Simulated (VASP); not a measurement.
# Si7N8O2 in VASP: further runs, part 2 of 3

VASP 6.6.1. Earlier steps stand in the parts before.

## (5) Single point, PBE

The input, INCAR:

```
PREC     = Accurate       # precision mode
ENCUT    = 520            # plane-wave cutoff, eV
EDIFF    = 1E-6           # SCF threshold, eV
ISMEAR   = -1             # smearing method
SIGMA    = 0.2482         # smearing width, eV
LREAL    = Auto         
LASPH    = True           # aspherical terms in the spheres
NELM     = 120            # most SCF steps
ALGO     = Normal         # electronic algorithm
ISIF     = 2              # what is computed and relaxed
LWAVE    = False          # write WAVECAR
LCHARG   = True           # write CHGCAR
GGA      = PE             # functional
LELF     = True           # ELF
LVHAR    = True         
ISYM     = -1           
NBANDS   = 54             # bands
GGA_COMPAT= False
```

The input, KPOINTS:

```
explicit points
1
Reciprocal
  0.25000000   0.25000000   0.25000000 1
```

The input, POSCAR:

```
Si7N8O2
1.0
    5.8386290000      0.0627810000      0.1075870000
    0.0627810000      6.0367170000      0.0979630000
    0.1075870000      0.0979630000      5.8205090000
Si N O
7 8 2
Direct
    1.0674707550      0.5880114759      0.0285847261
    0.4168172164      0.4004128437      0.7113275218
    0.7352795830     -0.1801592300      0.6290711713
    0.2271160902      0.8235537347      0.3753416525
    0.1744343222      0.9728879379      0.8602603507
    1.0221374686      0.3773483325      0.5523829826
    0.6768030031      0.1808217423      0.3694144198
    0.9500775431      0.8170974720     -0.1417782040
    0.6170582651      0.5893719731      0.6654926409
    0.0872924603      0.5665285205      0.3255549700
    0.5856303599      0.1635102818      0.6645901293
    0.2717028755      0.0120248119      0.5451939540
    0.4327585725      0.3240912118      0.0190587895
    0.2621954247      0.7958923048      0.0880894064
    0.4326790362      0.2701069882      0.2265705404
    0.9125285914      0.3539611019     -0.1345044402
    0.8268222863      0.9283988614      0.3515723338
```

Potentials or basis: VASP PAW PBE potentials, release 64 (Si, N, O).

Launch:

```bash
cat potpaw_PBE.64/Si/POTCAR potpaw_PBE.64/N/POTCAR potpaw_PBE.64/O/POTCAR > POTCAR
mpirun -np 1 vasp_std > vasp.out
```

OUTCAR:

```text
PREC = Accurate
   ENCUT = 520
   EDIFF = 1E-6
   ISMEAR = -1
   LREAL = Auto
   LASPH = True
   NELM = 120
   ISIF = 2
   GGA = PE
   ISYM = -1

 ion  position               nearest neighbor table
   1  0.067  0.588  0.029-  10 1.74  14 1.76   8 1.81  16 1.98   5 2.57   4 2.71   2 2.94   6 3.11

   2  0.417  0.400  0.711-   9 1.66  11 1.74  13 1.84   6 2.52   7 2.81   1 2.94   5 3.06
   3  0.735  0.820  0.629-   9 1.57  17 1.79   8 1.86  11 2.25   7 2.63   5 3.11
   4  0.227  0.824  0.375-  12 1.56  14 1.69  10 1.81  17 2.42   1 2.71   5 3.00   6 3.10   5 3.13

   5  0.174  0.973  0.860-   8 1.63  14 1.76  12 1.91   1 2.57   4 3.00   2 3.06   3 3.11   6 3.11
                             4 3.13
   6  0.022  0.377  0.552-  10 1.75  16 1.91   2 2.52   7 2.64   4 3.10   1 3.11   5 3.11
   7  0.677  0.181  0.369-  15 1.74  17 1.75  11 1.78   3 2.63   6 2.64   2 2.81
   8  0.950  0.817  0.858-   5 1.63   1 1.81   3 1.86
   9  0.617  0.589  0.665-   3 1.57   2 1.66
  10  0.087  0.567  0.326-   1 1.74   6 1.75   4 1.81
  11  0.586  0.164  0.665-   2 1.74   7 1.78   3 2.25
  12  0.272  0.012  0.545-   4 1.56   5 1.91
  13  0.433  0.324  0.019-  15 1.24   2 1.84
  14  0.262  0.796  0.088-   4 1.69   5 1.76   1 1.76
  15  0.433  0.270  0.227-  13 1.24   7 1.74
  16  0.913  0.354  0.865-   6 1.91   1 1.98
  17  0.827  0.928  0.352-   7 1.75   3 1.79   4 2.42

IMPORTANT INFORMATION: All symmetrisations will be switched off!
NOSYMM: (Re-)initialisation of all symmetry stuff for point group C_1.

----------------------------------------------------------------------------------------

                                     Primitive cell

  volume of cell :     205.0030

  direct lattice vectors                    reciprocal lattice vectors
     5.838629000  0.062781000  0.107587000     0.171349524 -0.001731086 -0.003138110
     0.062781000  6.036717000  0.097963000    -0.001731086  0.165715698 -0.002757107
     0.107587000  0.097963000  5.820509000    -0.003138110 -0.002757107  0.171910689

  length of vectors
     5.839957621  6.037838218  5.822327432     0.171387000  0.165747673  0.171961433

  position of ions in fractional coordinates (direct lattice)
     0.067470755  0.588011476  0.028584726
     0.416817216  0.400412844  0.711327522
     0.735279583  0.819840770  0.629071171
     0.227116090  0.823553735  0.375341652
     0.174434322  0.972887938  0.860260351
     0.022137469  0.377348332  0.552382983
[... 9 lines left out ...]
     0.912528591  0.353961102  0.865495560
     0.826822286  0.928398861  0.351572334

  ion indices of the primitive-cell ions
   primitive index   ion index
                 1           1
                 2           2
                 3           3
                 4           4
                 5           5
                 6           6
[... 9 lines left out ...]
                16          16
                17          17

----------------------------------------------------------------------------------------

 KPOINTS: explicit points

Read explicit list of k-points.

 Found      1 k-points:

 Following reciprocal coordinates:
            Coordinates               Weight
  0.250000  0.250000  0.250000      1.000000
   k-points           NKPTS =      1   k-points in BZ     NKDIM =      1   number of bands    NBANDS=     54
   number of dos      NEDOS =    301   number of ions     NIONS =     17
   total plane-waves  NPLWV = 110592
   dimension x,y,z NGX =    48 NGY =   48 NGZ =   48
   dimension x,y,z NGXF=    96 NGYF=   96 NGZF=   96
   ions per type =               7   8   2
   NGX,Y,Z   is equivalent  to a cutoff of  13.66, 13.22, 13.71 a.u.
   NGXF,Y,Z  is equivalent  to a cutoff of  27.33, 26.43, 27.41 a.u.
 SYSTEM =  unknown system
   PREC   = accura    normal or accurate (medium, high low for compatibility)
   ISTART =      0    job   : 0-new  1-cont  2-samecut
   ICHARG =      2    charge: 1-file 2-atom 10-const
   ISPIN  =      1    spin polarized calculation?
   LNONCOLLINEAR =      F non collinear calculations
   LSORBIT =      F    spin-orbit coupling
   LASPH  =      T    aspherical Exc in radial PAW
   ENCUT  =  520.0 eV  38.22 Ry    6.18 a.u.  10.86 11.23 10.83*2*pi/ulx,y,z
   NELM   =    120;   NELMIN=  2; NELMDL= -5     # of ELM steps
   EDIFF  = 0.1E-05   stopping-criterion for ELM
   LREAL  =      T    real-space projection
   EDIFFG = 0.1E-04   stopping-criterion for IOM
   NSW    =      0    number of steps for IOM
   IBRION =     -1    ionic relax: 0-MD 1-quasi-New 2-CG
   NFREE  =      0    steps in history (QN), initial steepest desc. (CG)
   ISIF   =      2    stress and relaxation
   ISYM   =     -1    0-nonsym 1-usesym 2-fastsym
   POTIM  = 0.5000    time-step for ionic-motion
   TEBEG  =    0.0;   TEEND  =   0.0 temperature during run
   PSTRESS=    0.0 pullay stress
   NELECT =      80.0000    total number of electrons
   NUPDOWN=      -1.0000    fix difference up-down
   EMIN   =  10.00;   EMAX   =-10.00  energy-range for DOS
   EFERMI =   0.00;   METHOD = LEGACY
   ISMEAR =    -1;   SIGMA  =   0.25  broadening in eV -4-tet -1-fermi 0-gaus
   EFERMI_NEDOS =   21; number of points for ismear=-14 and -15
   IALGO  =     38    algorithm
   IMIX   =      4    mixing-type and parameters
     AMIX     =   0.40;   BMIX     =  1.00
     AMIX_MAG =   1.60;   BMIX_MAG =  1.00
  volume/ion in A,a.u.               =      12.06        81.38
  Fermi-wavevector in a.u.,A,eV,Ry     =   1.196331  2.260738 19.472770  1.431208
  Thomas-Fermi vector in A             =   2.332274
   LORBIT       =      0    0 simple, 1 ext, 2 COOP (PROOUT), +10 PAW based schemes
   GGA     = PE    functional components
   LHFCALC =     F    Hartree Fock is set to
   AEXX    =    0.0000 exact exchange contribution
   IVDW    =     0    specifies the selected vdW correction
   LEPSILON=     F    determine dielectric tensor
   LRPA    =     F    only Hartree local field effects (RPA)
 non-spin polarized calculation
  energy-cutoff  :      520.00
  volume of cell :      205.00
 maximum number of plane-waves:      5522
 NGX is ok and might be reduce to    48
   NGX = 21   NGY = 23   NGZ = 21

 number of electron      80.0000001 magnetization

 Free energy of the ion-electron system (eV)
  ---------------------------------------------------
  ext. energy  EPLUGINS =         0.00000000
  ---------------------------------------------------
  free energy    TOTEN  =      -115.20050846 eV

  energy without entropy =     -114.46375474  energy(sigma->0) =     -114.83213160

 E-fermi :   5.9388     XC(G=0): -10.1818

 val. band max:        5.6649879821   @ k =   0.2500   0.2500   0.2500
 cond. band min:       6.1419957416   @ k =   0.2500   0.2500   0.2500
 fundamental gap:      0.4770077595
 Fermi energy:         5.9387735552

 k-point     1 :       0.2500    0.2500    0.2500
  band No.  band energies     occupation
      1     -15.6344      2.00000
      2     -14.6694      2.00000
      3     -12.9549      2.00000
      4     -12.3580      2.00000
      5     -10.9862      2.00000
      6     -10.6383      2.00000
[... 44 lines left out ...]
     51      10.7516      0.00000
     52      11.0936      0.00000
 [bands above 52 left out]

------------------------ aborting loop because EDIFF is reached ----------------------------------------

  FORCE on cell =-STRESS in cart. coord.  units (eV):
  Direction    XX          YY          ZZ          XY          YZ          ZX
  --------------------------------------------------------------------------------------
  -------------------------------------------------------------------------------------
  Total        7.4524857     10.8050325     -8.1853888      9.8037475     -1.0049398     -2.3417534
  in kB       58.2440394     84.4454812    -63.9719585     76.6200539     -7.8539909    -18.3017026
  external PRESSURE =      26.2391873 kB  Pullay stress =       0.0000000 kB

 VOLUME and BASIS-vectors are now :
 -----------------------------------------------------------------------------
  energy-cutoff  :      520.00
  volume of cell :      205.00
      direct lattice vectors                 reciprocal lattice vectors
     5.838629000  0.062781000  0.107587000     0.171349524 -0.001731086 -0.003138110
     0.062781000  6.036717000  0.097963000    -0.001731086  0.165715698 -0.002757107
     0.107587000  0.097963000  5.820509000    -0.003138110 -0.002757107  0.171910689

 POSITION                                       TOTAL-FORCE (eV/Angst)
 -----------------------------------------------------------------------------------
      0.43393      3.55669      0.23124        -1.208139     -1.129242     -1.487098
      2.53531      2.51303      4.22436         0.142434     -0.511894      1.627937
      4.41217      5.05693      3.82094         1.755165      3.444990      1.054151
      1.41813      5.02259      2.28979        -1.483015     -3.931840     -3.808902
      1.17209      5.96827      5.12123         2.725274      2.071654     -1.254626
      0.21237      2.33345      3.25450        -0.402572     -0.268011      1.168751
[... 9 lines left out ...]
      5.44325      2.27884      5.17048         2.454473      1.018420      0.581296
      4.92362      5.69083      2.22623        -1.752899     -0.139743      1.865550
 -----------------------------------------------------------------------------------
    total drift:                               -0.004040     -0.006244     -0.001047

  FREE ENERGIE OF THE ION-ELECTRON SYSTEM (eV)
  ---------------------------------------------------
  free  energy   TOTEN  =      -115.2005084635 eV

  energy  without entropy=     -114.4637547359  energy(sigma->0) =     -114.83213160
```

Wall time 58 s (1 thread of Intel Xeon 6975P-C (Granite Rapids), shared host); peak memory 0.32 GiB.

Results:

| Property | Result |
| --- | --- |
| Free energy | -115.2005 eV |
| Pressure | 2.6 GPa |
| Largest force | 5.672 eV/Å |

Forces on the atoms (eV/Å):
```
Si  -1.208 -1.129 -1.487
Si   0.142 -0.512  1.628
Si   1.755  3.445  1.054
Si  -1.483 -3.932 -3.809
Si   2.725  2.072 -1.255
Si  -0.403 -0.268  1.169
Si   2.247  0.071  2.256
N   -4.212 -1.771 -2.740
N   -1.734 -0.158 -1.476
N   -1.740 -1.353  3.127
N    2.114 -2.620 -2.248
N   -1.302  1.447  4.325
N   -2.797  0.039  0.267
N    3.509  3.502 -1.697
N    1.685  0.289 -1.561
O    2.454  1.018  0.581
O   -1.753 -0.140  1.866
```

Caveat: the standard files for N, O and F lose accuracy on very short bonds; the atoms stand as in a frame of molecular dynamics.

[end of part 2 of 3]
